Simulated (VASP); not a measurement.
# Al2SiO (P6/mmm) in VASP: single point with PBE

Aim: the single point of Al2SiO with PBE.

Program: VASP 6.6.1. These are calculated values, not measurements. Logs are shortened: lines on timing, memory, paths and dates and some standing lists are left out, and cuts for length are marked.

## Step 1: The cell of the first run

Symmetry: P6/mmm, No. 191, hexagonal system. Conventional cell: a = 4.803 Å, b = 4.803 Å, c = 3.359 Å, α = 90.00°, β = 90.00°, γ = 120.00°. Al (site symmetry -6m2) has 5 Al at 2.77 to 3.36 Å and 3 Si at 2.77 Å and 6 O at 3.24 Å within 3.7 Å. Si (site symmetry 6/mmm) has 2 O at 1.68 Å within 2.2 Å. Within 2.2 Å of O (site symmetry 6/mmm) lie 2 Si at 1.68 Å.

## Step 2: Single point, PBE, collinear spin, ferromagnetic start

Input file INCAR:

```
  ALGO = Normal
  EDIFF = 1E-6
  ENCUT = 520
  GGA = PE
  ISIF = 2
  ISMEAR = 0
  ISPIN = 2
  LASPH = True
  LCHARG = False
  LORBIT = 11
  LREAL = False
  LWAVE = False
  MAGMOM = 0 0 0 1
  NBANDS = 20
  NELM = 150
  PREC = Accurate
  SIGMA = 0.1
```

Input file KPOINTS:

```
k-points
0
Gamma
  6 6 6
```

Input file POSCAR:

```
Al2SiO
1.0
    4.8034514796      0.0000000000      0.0000000000
   -2.4017257398      4.1599110072      0.0000000000
    0.0000000000      0.0000000000      3.3592212986
Al Si O
2 1 1
Direct
    0.3333333333      0.6666666667      0.5000000000
    0.6666666667      0.3333333333      0.5000000000
    0.0000000000      0.0000000000      0.5000000000
    0.0000000000      0.0000000000      0.0000000000
```

Potentials or basis: VASP PAW PBE potentials, release 64 (Al, Si, O).

Command:

```sh
$ cat potpaw_PBE.64/Al/POTCAR potpaw_PBE.64/Si/POTCAR potpaw_PBE.64/O/POTCAR > POTCAR
$ mpirun -np 1 vasp_std > vasp.out
```

OUTCAR:

```text
EDIFF = 1E-6
   ENCUT = 520
   GGA = PE
   ISIF = 2
   ISMEAR = 0
   ISPIN = 2
   LASPH = True
   LORBIT = 11
   LREAL = False
   NELM = 150
   PREC = Accurate

 ion  position               nearest neighbor table
   1  0.333  0.667  0.500-   3 2.77   2 2.77   2 2.77   3 2.77   3 2.77   2 2.77
   2  0.667  0.333  0.500-   1 2.77   3 2.77   1 2.77   3 2.77   3 2.77   1 2.77
   3  0.000  0.000  0.500-   4 1.68   4 1.68   1 2.77   2 2.77   2 2.77   1 2.77   2 2.77   1 2.77

   4  0.000  0.000  0.000-   3 1.68   3 1.68

  LATTYP: Found a hexagonal cell.
 ALAT       =     4.8034514796
 C/A-ratio  =     0.6993349080

  Lattice vectors:

 A1 = (   4.8034514796,   0.0000000000,   0.0000000000)
 A2 = (  -2.4017257398,   4.1599110072,   0.0000000000)
 A3 = (   0.0000000000,   0.0000000000,   3.3592212986)

Analysis of symmetry for initial positions (statically):
=====================================================================
 Subroutine PRICEL returns:
 Original cell was already a primitive cell.

 Routine SETGRP: Setting up the symmetry group for a
 hexagonal supercell.

 Subroutine GETGRP returns: Found 24 space group operations
 (whereof 24 operations were pure point group operations)
 out of a pool of 24 trial point group operations.

The static configuration has the point symmetry D_6h.

Analysis of symmetry for dynamics (positions and initial velocities):
=====================================================================
 Subroutine PRICEL returns:
 Original cell was already a primitive cell.

 Routine SETGRP: Setting up the symmetry group for a
 hexagonal supercell.

 Subroutine GETGRP returns: Found 24 space group operations
 (whereof 24 operations were pure point group operations)
 out of a pool of 24 trial point group operations.

The dynamic configuration has the point symmetry D_6h.

Analysis of structural, dynamic, and magnetic symmetry:
=====================================================================
 Subroutine PRICEL returns:
 Original cell was already a primitive cell.

 Routine SETGRP: Setting up the symmetry group for a
 hexagonal supercell.

[... 124 lines left out ...]
   EFERMI_NEDOS =   21; number of points for ismear=-14 and -15
   IALGO  =     38    algorithm
   IMIX   =      4    mixing-type and parameters
     AMIX     =   0.40;   BMIX     =  1.00
     AMIX_MAG =   1.60;   BMIX_MAG =  1.00
  volume/ion in A,a.u.               =      16.78       113.24
  Fermi-wavevector in a.u.,A,eV,Ry     =   1.015055  1.918175 14.018575  1.030336
  Thomas-Fermi vector in A             =   2.148318
   LORBIT       =     11    0 simple, 1 ext, 2 COOP (PROOUT), +10 PAW based schemes
   GGA     = PE    functional components
   LHFCALC =     F    Hartree Fock is set to
   AEXX    =    0.0000 exact exchange contribution
   IVDW    =     0    specifies the selected vdW correction
   LEPSILON=     F    determine dielectric tensor
   LRPA    =     F    only Hartree local field effects (RPA)
 spin polarized calculation
 Gauss-broadening in eV      SIGMA  =   0.10
  energy-cutoff  :      520.00
  volume of cell :       67.12
 maximum number of plane-waves:      1824
 NGX is ok and might be reduce to    36
   NGX = 17   NGY = 17   NGZ = 13

 number of electron      16.0000002 magnetization      -0.0012892

 number of electron      16.0000002 magnetization       0.0007161

 Free energy of the ion-electron system (eV)
  ---------------------------------------------------
  ext. energy  EPLUGINS =         0.00000000
  ---------------------------------------------------
  free energy    TOTEN  =       -18.83148607 eV

  energy without entropy =      -18.80883738  energy(sigma->0) =      -18.82016172

 E-fermi :   5.8188     XC(G=0):  -9.6628

 val. band max:        5.7645693345   @ k =   0.1667   0.1667   0.3333
 cond. band min:       5.8199599500   @ k =   0.0000   0.0000   0.1667
 fundamental gap:      0.0553906155
 Fermi energy:         5.8187576658

 spin component 1

 k-point     1 :       0.0000    0.0000    0.0000
  band No.  band energies     occupation
      1     -14.7033      1.00000
      2      -2.6533      1.00000
      3      -2.3986      1.00000
      4      -0.0254      1.00000
      5      -0.0254      1.00000
      6       4.5239      1.00000
[... 541 lines left out ...]
     19      16.3087      0.00000
     20      18.7619      0.00000

 [... further k-points ...]

 spin component 2

 k-point     1 :       0.0000    0.0000    0.0000
  band No.  band energies     occupation
      1     -14.7032      1.00000
      2      -2.6531      1.00000
      3      -2.3986      1.00000
      4      -0.0252      1.00000
      5      -0.0252      1.00000
      6       4.5241      1.00000
[... 541 lines left out ...]
     19      16.3090      0.00000
     20      18.7621      0.00000

 [... further k-points ...]
[... 5 lines left out ...]
  --------------------------------------------------------------------------------------
  -------------------------------------------------------------------------------------
  Total       -0.0370861     -0.0370861      0.0464602      0.0000000      0.0000000      0.0000000
  in kB       -0.8852076     -0.8852076      1.1089603      0.0000000      0.0000000      0.0000000
  external PRESSURE =      -0.2204849 kB  Pullay stress =       0.0000000 kB

 VOLUME and BASIS-vectors are now :
 -----------------------------------------------------------------------------
  energy-cutoff  :      520.00
  volume of cell :       67.12
      direct lattice vectors                 reciprocal lattice vectors
     4.803451480  0.000000000  0.000000000     0.208183637  0.120194879  0.000000000
    -2.401725740  4.159911007  0.000000000     0.000000000  0.240389758  0.000000000
     0.000000000  0.000000000  3.359221299     0.000000000  0.000000000  0.297688039

 POSITION                                       TOTAL-FORCE (eV/Angst)
 -----------------------------------------------------------------------------------
     -0.00000      2.77327      1.67961         0.000000     -0.000000      0.000000
      2.40173      1.38664      1.67961        -0.000000      0.000000      0.000000
      0.00000      0.00000      1.67961        -0.000000      0.000000      0.000000
      0.00000      0.00000      0.00000        -0.000000      0.000000      0.000000
 -----------------------------------------------------------------------------------
    total drift:                               -0.000000     -0.000000     -0.000000

  FREE ENERGIE OF THE ION-ELECTRON SYSTEM (eV)
  ---------------------------------------------------
  free  energy   TOTEN  =       -18.8314860673 eV

  energy  without entropy=      -18.8088373798  energy(sigma->0) =      -18.82016172

 total charge

# of ion       s       p       d       tot
------------------------------------------
    1        0.461   0.299   0.000   0.759
    2        0.461   0.299   0.000   0.759
    3        0.722   0.799   0.000   1.522
    4        1.585   3.561   0.000   5.146
--------------------------------------------------
tot          3.229   4.957   0.000   8.186

 magnetization (x)

# of ion       s       p       d       tot
------------------------------------------
    1        0.000   0.000   0.000   0.000
    2        0.000   0.000   0.000   0.000
    3        0.000   0.000   0.000   0.000
    4        0.000   0.000   0.000   0.000
--------------------------------------------------
tot          0.000   0.000   0.000   0.000
```

OSZICAR:

```text
N       E                     dE             d eps       ncg     rms          rms(c)
DAV:   1     0.306473952000E+02    0.30647E+02   -0.56210E+03  2240   0.639E+02
DAV:   2    -0.176861522896E+02   -0.48334E+02   -0.43600E+02  2860   0.120E+02
DAV:   3    -0.205137332357E+02   -0.28276E+01   -0.27753E+01  2856   0.258E+01
DAV:   4    -0.205364308191E+02   -0.22698E-01   -0.22692E-01  2608   0.272E+00
DAV:   5    -0.205367915331E+02   -0.36071E-03   -0.36071E-03  2760   0.355E-01    0.114E+01
DAV:   6    -0.189306965482E+02    0.16061E+01   -0.70311E+00  2528   0.199E+01    0.557E+00
DAV:   7    -0.188451920898E+02    0.85504E-01   -0.61553E-01  2480   0.543E+00    0.218E+00
DAV:   8    -0.188327227696E+02    0.12469E-01   -0.11346E-01  2616   0.183E+00    0.832E-01
DAV:   9    -0.188313025563E+02    0.14202E-02   -0.66356E-03  2860   0.536E-01    0.322E-01
DAV:  10    -0.188314287076E+02   -0.12615E-03   -0.98642E-04  2620   0.165E-01    0.138E-01
DAV:  11    -0.188314732947E+02   -0.44587E-04   -0.22522E-04  2788   0.110E-01    0.612E-02
DAV:  12    -0.188314818403E+02   -0.85456E-05   -0.44353E-05  2740   0.462E-02    0.255E-02
DAV:  13    -0.188314861890E+02   -0.43487E-05   -0.97271E-06  2688   0.182E-02    0.963E-03
DAV:  14    -0.188314860673E+02    0.12176E-06   -0.81703E-07  1568   0.738E-03
   1 F= -.18831486E+02 E0= -.18820162E+02  d E =-.226487E-01  mag=     0.0005
```

stdout:

```text
POSCAR found type information on POSCAR AlSiO
 POSCAR found :  3 types and       4 ions
 scaLAPACK will be used
 LDA part: xc-table for (Slater+PW92), standard interpolation
 POSCAR, INCAR and KPOINTS ok, starting setup
 FFT: planning ... GRIDC
 FFT: planning ... GRID_SOFT
 FFT: planning ... GRID
 WAVECAR not read
 entering main loop
```

Run time: 1.9 min. Hardware: 1 thread of AMD EPYC 7R13, shared host; peak memory 0.2 GiB.

Results:

| Property | Result |
| --- | --- |
| Free energy | -18.8315 eV |
| Pressure | 0.0 GPa |
| Band gap on the k mesh | zero (filled and empty bands overlap) |
| Net moment | 0.00 μB per cell |
| Valence electrons inside the program's atomic spheres | Al 0.76; Si 1.52; O 5.15 |

Stress tensor (GPa, compression positive):
```
-0.09  0.00  0.00
 0.00 -0.09  0.00
 0.00  0.00  0.11
```
